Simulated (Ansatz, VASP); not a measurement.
## One calculation of RuF2, two programs

Contents of INCAR:

```
ALGO = Normal ; EDIFF = 1E-6
ENCUT = 520 ; GGA = PS
ISIF = 2 ; ISMEAR = 0
LASPH = True ; LCHARG = False
LREAL = False ; LWAVE = False
NBANDS = 21 ; NELM = 100
PREC = Accurate ; SIGMA = 0.05
```

File KPOINTS:

```
k-points
0
Gamma
  12 12 8
```

The input POSCAR:

```
RuF2
1.0
    2.7897613188     -1.6106721472      0.0009761965
    2.7897613188      1.6106721472      0.0009761965
   -0.0013699124      0.0000000000      4.2719990961
Ru F
1 2
Direct
    0.0000000000      0.0000000000      0.0000000000
    0.6666616947      0.6666616947      0.2235971744
    0.3333383053      0.3333383053      0.7764028256
```

Input for Ansatz:

```yaml
crystal:
  lattice:
    - [2.7897613188, -1.6106721472, 0.0009761965]
    - [2.7897613188, 1.6106721472, 0.0009761965]
    - [-0.0013699124, 0.0, 4.2719990961]
  atoms:
    - { symbol: Ru, position: [0.0, 0.0, 0.0] }
    - { symbol: F, position: [0.6666616947, 0.6666616947, 0.2235971744] }
    - { symbol: F, position: [0.3333383053, 0.3333383053, 0.7764028256] }
basis:
  ecutwfc: 420
  ecutrho_ratio: 4
kpoints:
  mp_grid: { grid: [12, 12, 8] }
  band_path:
    path:
      - [[0.0, 0.0, 0.0], [0.4999997, 0.49999929, 2.239e-05], [0.33333313, 0.66666626, 2.239e-05], [0.0, 0.0, 0.0], [0.0, 0.0, 0.5], [0.4999997, 0.49999929, 0.50002239], [0.33333313, 0.66666626, 0.50002239], [0.0, 0.0, 0.5]]
      - [[0.4999997, 0.49999929, 0.50002239], [0.4999997, 0.49999929, 2.239e-05]]
      - [[0.33333313, 0.66666626, 0.50002239], [0.33333313, 0.66666626, 2.239e-05]]
    npoints: 14
hamiltonian:
  xc: pbesol
scf:
  occupations: { method: gaussian, width: 0.05 }
  n_extra_bands: 12
output:
  forces: true
  stress: true
  eigenvalues: true
  populations: true
  dos: { projected: true, de: 0.02, nscf_kmesh: { grid: [18, 18, 12] } }
  bader: false
```

Alike in both runs: task single point; functional PBEsol; k mesh 12 × 12 × 8; occupations gaussian, width 0.05 eV; no spin polarisation.

|  | VASP | Ansatz |
| --- | --- | --- |
| version | VASP 6.6.1 | Ansatz 0.2.0 |
| potentials or method | VASP PAW PBE potentials, release 64 (Ru_pv, F), cutoff 520 eV | scalar-relativistic, plane waves, PAW |
| valence electrons in the cell | 28 | 30 |

|  | VASP | Ansatz | Ansatz less VASP |
| --- | --- | --- | --- |
| gap on the k mesh at the Fermi level (eV) | 0.50 | 0.51 | +0.009 |
| least direct gap on the mesh (eV) | 0.90 | 0.91 | +0.005 |
| pressure (GPa) | 0.2 | 0.0 | -0.18 |
| traceless stress, the component that is largest in VASP (GPa) | -0.36 | 0.02 | +0.383 |
| rms of the force components (eV/Å) | 0.016 | 0.000 | -0.0161 |

VASP's potentials were made for PBE, not for PBEsol. Atom by atom the forces differ by 0.016 eV/Å (rms over components). The functional is the same, so the differences come from potentials, cutoffs and numerics. VASP's potentials hold 28 valence electrons a cell and Ansatz's 30, so a difference there can come from the potentials and not from the codes. Ansatz's warnings: near symmetry operations not taken.
